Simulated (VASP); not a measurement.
ReS3:

```xyz
4
Lattice="3.3026 0.0000 0.0000 0.0000 3.3026 0.0000 0.0000 0.0000 7.5508" Properties=species:S:1:pos:R:3 pbc="T T T"
Re    0.0000    0.0000    0.0000
S     0.0000    1.6513    3.7754
S     1.6513    0.0000    3.7754
S     1.6513    1.6513    0.0000
```

The cell was generated, and may not be a known phase.

| Property | Result |
| --- | --- |
| Program | VASP 6.6.1 |
| Task | relaxation of cell and atoms |
| Functional | PBE |
| Potentials or basis | VASP PAW PBE potentials, release 64 (Re, S) |
| Cutoff | 600 eV |
| k mesh | 14 × 14 × 6 |
| Occupations | gaussian, width 0.1 eV |
| Spin | no spin polarisation |

At the start: pressure 0.8 GPa; volume 20.59 Å³/atom.

How do energy, volume and symmetry change on relaxing?

Over 11 steps the energy falls by 2.2 meV/atom and the volume is 22.71 Å³/atom (+10.3 %); space group P4/mmm (No. 123, to 0.1 Å) before and after.

The path:
```csv
step,energy change (eV),largest force (eV/Å),pressure (GPa),volume (Å³)
1,0.0000,0.0000,0.80,82.36
2,0.0017,0.0000,-0.97,83.59
3,-0.0014,0.0000,0.07,82.85
4,-0.0017,0.0000,0.08,83.00
5,-0.0026,0.0000,0.06,83.44
6,-0.0041,0.0000,0.05,84.32
7,-0.0065,0.0000,0.06,86.07
8,-0.0086,0.0000,0.11,89.57
9,-0.0087,0.0000,0.14,90.65
10,-0.0018,0.0000,-1.42,92.78
11,-0.0088,0.0000,0.00,90.83
```

Final structure:
```
CELL_PARAMETERS angstrom
3.30623 0.00000 0.00000
0.00000 3.30623 0.00000
0.00000 0.00000 8.30913
ATOMIC_POSITIONS crystal
Re 0.00000 0.00000 0.00000
S 0.00000 0.50000 0.50000
S 0.50000 0.00000 0.50000
S 0.50000 0.50000 0.00000
```
